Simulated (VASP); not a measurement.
A run of VASP 6.6.1 is set up as follows.

The input POSCAR:

```
BaTiO3
1.0
    4.0466051576      0.0000000000      0.0000000000
    0.0000000000      4.0466051576      0.0000000000
    0.0000000000      0.0000000000      4.0466051576
Ba Ti O
1 1 3
Direct
    0.5000000000      0.5000000000      0.5000000000
    0.0000000000      0.0000000000      0.0000000000
    0.5000000000      0.0000000000      0.0000000000
    0.0000000000      0.5000000000      0.0000000000
    0.0000000000      0.0000000000      0.5000000000
```

Contents of INCAR.step1:

```
  ALGO = Normal
  EDIFF = 1E-4
  ENCUT = 520
  GGA = PE
  ISMEAR = 0
  LASPH = T
  LCHARG = F
  LREAL = F
  LWAVE = T
  NBANDS = 28
  NELM = 100
  PREC = Accurate
  SIGMA = 0.05
```

Contents of INCAR.step2:

```
  ALGO = Normal
  EDIFF = 1E-7
  ENCUT = 520
  ISIF = 2
  ISMEAR = 0
  ISTART = 1
  LASPH = T
  LCHARG = T
  LELF = T
  LMIXTAU = T
  LREAL = F
  LVHAR = T
  LWAVE = F
  METAGGA = R2SCAN
  NBANDS = 28
  NELM = 100
  PREC = Accurate
  SIGMA = 0.05
```

File KPOINTS:

```
k-points
0
Gamma
  6 6 6
```

Potentials or basis: VASP PAW PBE potentials, release 64 (Ba_sv, Ti_sv, O).

Launch:

```bash
$ cat potpaw_PBE.64/Ba_sv/POTCAR potpaw_PBE.64/Ti_sv/POTCAR potpaw_PBE.64/O/POTCAR > POTCAR
$ cp INCAR.step1 INCAR
$ mpirun -np 1 vasp_std > vasp.out
$ cp INCAR.step2 INCAR
$ mpirun -np 1 vasp_std > vasp.out
```

(1) Estimate the pressure.

(2) Predict the band gap on the k mesh.

Results:

(1) -4.8 GPa.

(2) 2.05 eV (least direct gap 2.24 eV).

Caveat: the cell stands under tension; the PAW data sets were made with another functional, which shifts forces and pressure a little; spin-orbit coupling is left out, which moves the levels of the heavy elements.
